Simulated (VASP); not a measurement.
Input of a VASP 6.6.1 run:

The input INCAR:

```
SYSTEM = Ta2NbO2
  ALGO = Normal
  EDIFF = 1E-7
  ENCUT = 520
  GGA = PE
  ISIF = 2
  ISMEAR = 0
  LASPH = .TRUE.
  LCHARG = .FALSE.
  LREAL = .FALSE.
  LWAVE = .FALSE.
  NBANDS = 32
  NELM = 60
  PREC = Accurate
  SIGMA = 0.1
```

Contents of KPOINTS:

```
k-points
0
G
  6 6 4
  0 0 0
```

Contents of POSCAR:

```
Ta2NbO2
1.0
    4.4021493500      0.0000000000      0.0000000000
   -2.2010746700      3.8123731700      0.0000000000
    0.0000000000      0.0000000000      4.7414765200
Ta Nb O
2 1 2
Direct
    0.0000000000      0.0000000000      0.5000000000
    0.0000000000      0.0000000000      0.0000000000
    0.3333333300      0.6666666700      0.0000000000
    0.3333333300      0.6666666700      0.3657937400
    0.3333333300      0.6666666700      0.6342062600
```

Potentials or basis: VASP PAW PBE potentials, release 64 (Ta_pv, Nb_sv, O).

Command:

```console
$ cat potpaw_PBE.64/Ta_pv/POTCAR potpaw_PBE.64/Nb_sv/POTCAR potpaw_PBE.64/O/POTCAR > POTCAR
$ mpirun -np 1 vasp_std > vasp.out
```

Estimate the pressure.

43.9 GPa.

Predict the largest force.

2.022 eV/Å.

Forces on the atoms (eV/Å):
```
Ta   0.000  0.000  0.000
Ta   0.000  0.000  0.000
Nb   0.000  0.000  0.000
O    0.000  0.000  2.022
O    0.000  0.000 -2.022
```

Caveat: an odd number of electrons without spin polarisation forces a metal; a magnetic or distorted state may lie lower.
